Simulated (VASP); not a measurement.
A run of VASP 6.6.1 is set up as follows.

The input INCAR:

```
SYSTEM = La
ALGO = Normal ; EDIFF = 1E-6
ENCUT = 500 ; GGA = PE
GGA_COMPAT = .False. ; ISIF = 2
ISMEAR = -1 ; LASPH = .True.
LCHARG = .False. ; LMAXMIX = 6
LREAL = .False. ; LWAVE = .False.
NBANDS = 12 ; NELM = 200
PREC = Accurate ; SIGMA = 0.05
```

The input KPOINTS:

```
k-points
0
Gamma
  9 9 9
  0 0 0
```

POSCAR

```
La
1.0
    0.0000000000      2.5573200000      2.5573200000
    2.5573200000      0.0000000000      2.5573200000
    2.5573200000      2.5573200000      0.0000000000
La
1
Direct
    0.0000000000      0.0000000000      0.0000000000
```

Potentials or basis: VASP PAW PBE potentials, release 64 (La).

The run is started by

```sh
$ cat potpaw_PBE.64/La/POTCAR > POTCAR
$ mpirun -np 1 vasp_std > vasp.out
```

(1) Estimate the pressure.

## Answers

(1) 2.4 GPa.
